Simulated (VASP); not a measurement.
**Sc: single point with LDA**

Crystal: Sc.

```
CELL_PARAMETERS angstrom
0.00000 2.23951 2.23951
2.23951 0.00000 2.23951
2.23951 2.23951 0.00000
ATOMIC_POSITIONS crystal
Sc 0.00000 0.00000 0.00000
```

* Program: VASP 6.6.1
* Task: single point
* Functional: LDA
* Potentials or basis: VASP PAW LDA potentials, release 64 (Sc_sv)
* Cutoff: 520 eV
* k mesh: 15 × 15 × 15
* Occupations: fermi-dirac, width 0.1 eV
* Spin: no spin polarisation

```
Pressure : 0.1 GPa
```

Levels at points of the mesh, in eV from the Fermi level:
```csv
k point,band 1,band 2,band 3,band 4,band 5,band 6,band 7,band 8,band 9,band 10
"(0.00, 0.00, 0.00)",-48.60,-27.28,-27.28,-27.28,-5.30,1.65,1.65,1.65,3.20,3.20
```

Run time: 24 s on 1 thread of AMD EPYC 7R43 64-Core Processor (Zen 3), with other jobs on the host, peak memory 0.11 GiB.
